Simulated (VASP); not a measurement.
Crystal: MgZr2N.

```xyz
4
Lattice="3.9208 0.0000 0.0000 -1.9604 3.3955 0.0000 0.0000 0.0000 4.8204" Properties=species:S:1:pos:R:3 pbc="T T T"
Mg    0.0000    0.0000    0.3015
Zr    0.0000    2.2637    0.5697
Zr    1.9604    1.1318    0.5697
N     0.0000    0.0000    3.3758
```

The cell was generated, and may not be a known phase.

```yaml
Program: VASP 6.6.1
Task: relaxation of cell and atoms
Functional: PBE
Potentials_or_basis: VASP PAW PBE potentials, release 64 (Mg_sv, Zr_sv, N)
Cutoff: 840 eV
k_mesh: 6 × 6 × 4
Occupations: gaussian, width 0.1 eV
Spin: no spin polarisation
```

At the start: pressure 69.4 GPa; volume 16.04 Å³/atom.

Q: Where does the relaxation end?

A: Over 17 steps the energy falls by 2918.5 meV/atom and the volume is 21.52 Å³/atom (+34.2 %); space group P6mm (No. 183, to 0.1 Å) before, P6/mmm (No. 191, to 0.1 Å).

The path:
| step | energy change (eV) | largest force (eV/Å) | pressure (GPa) | volume (Å³) |
| --- | --- | --- | --- | --- |
| 1 | 0.0000 | 3.7583 | 69.37 | 64.18 |
| 2 | -7.4163 | 1.0245 | -15.15 | 144.67 |
| 3 | -9.5054 | 2.0262 | -2.41 | 106.59 |
| 4 | -9.5147 | 1.9733 | -3.27 | 108.36 |
| 5 | -10.2533 | 1.7448 | -4.32 | 102.10 |
| 6 | -10.7721 | 9.1692 | 6.66 | 83.01 |
| 7 | -10.6921 | 2.6769 | -3.68 | 97.27 |
| 8 | -11.5370 | 1.0281 | -2.75 | 90.18 |
| 9 | -11.6380 | 1.4809 | -0.24 | 86.60 |
| 10 | -11.6511 | 0.3337 | -1.39 | 87.88 |
| 11 | -11.6544 | 0.6705 | -1.05 | 87.46 |
| 12 | -11.6303 | 1.0941 | 2.04 | 84.12 |
| 13 | -11.6737 | 0.0858 | 0.07 | 86.06 |
| 14 | -11.6738 | 0.0713 | 0.09 | 86.03 |
| 15 | -11.6737 | 0.0568 | 0.12 | 86.00 |
| 16 | -11.6736 | 0.1303 | -0.09 | 86.26 |
| 17 | -11.6739 | 0.0213 | 0.04 | 86.10 |

Final structure:
```cif
data_structure
_symmetry_space_group_name_H-M 'P 1'
_symmetry_Int_Tables_number 1
_cell_length_a 5.1347
_cell_length_b 5.1347
_cell_length_c 3.7708
_cell_angle_alpha 90.000
_cell_angle_beta 90.000
_cell_angle_gamma 120.000
_cell_volume 86.10
loop_
_atom_site_label
_atom_site_type_symbol
_atom_site_fract_x
_atom_site_fract_y
_atom_site_fract_z
_atom_site_occupancy
Mg1 Mg 0.00000 0.00000 0.12519 1
Zr1 Zr 0.33333 0.66667 0.12436 1
Zr2 Zr 0.66667 0.33333 0.12436 1
N1 N 0.00000 0.00000 0.62532 1
```

Caveat: the volume moved by over 15 % at a fixed basis, so the end points are rough.
